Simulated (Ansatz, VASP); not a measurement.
**One calculation of ZnS, two programs**

File INCAR:

```
SYSTEM = ZnS
PREC = Accurate
ENCUT = 520
EDIFF = 1E-7
ISMEAR = 0
SIGMA = 0.1
LREAL = .FALSE.
LASPH = .TRUE.
NELM = 100
ALGO = Normal
ISIF = 2
LWAVE = .FALSE.
LCHARG = .FALSE.
GGA = PE
NBANDS = 16
```

File KPOINTS:

```
Automatic mesh
0
G
  6 6 4
  0 0 0
```

File POSCAR:

```
ZnS
1.0
    2.2692584800     -2.3136964500      0.0000000000
    2.2692584800      2.3136964500      0.0000000000
    0.0000000000      0.0000000000      4.4785813600
Zn S
1 1
Direct
    0.5000000000      0.5000000000      0.5000000000
    0.5000000000      0.5000000000      0.0000000000
```

Input for Ansatz:

```yaml
crystal:
  lattice:
    - [2.26925848, -2.31369645, 0.0]
    - [2.26925848, 2.31369645, 0.0]
    - [0.0, 0.0, 4.47858136]
  atoms:
    - { symbol: Zn, position: [0.5, 0.5, 0.5] }
    - { symbol: S, position: [0.5, 0.5, 0.0] }
basis:
  ecutwfc: 420
kpoints:
  mp_grid: { grid: [6, 6, 4] }
hamiltonian:
  xc: pbe
scf:
  occupations: { method: gaussian, width: 0.1 }
  lower_state_search: "off"
output:
  forces: true
  stress: true
  eigenvalues: true
```

Alike in both runs: task single point; functional PBE; k mesh 6 × 6 × 4; occupations gaussian, width 0.1 eV; no spin polarisation.

|  | VASP | Ansatz |
| --- | --- | --- |
| version | VASP 6.6.1 | Ansatz 0.2.0 |
| potentials or method | VASP PAW PBE potentials, release 64 (Zn, S), cutoff 520 eV | scalar-relativistic, plane waves, PAW |
| valence electrons in the cell | 18 | 18 |

Ansatz gave:

- gap on the k mesh at the Fermi level (eV): none
- pressure (GPa): -0.5
- traceless stress, the component that is largest in VASP (GPa): -4.99

Problem. Estimate VASP's values.

Solution. gap on the k mesh at the Fermi level (eV): none; pressure (GPa): -0.4; traceless stress, the component that is largest in VASP (GPa): -4.79.

A gap of «none» marks a metal or a gap that the smearing closes.
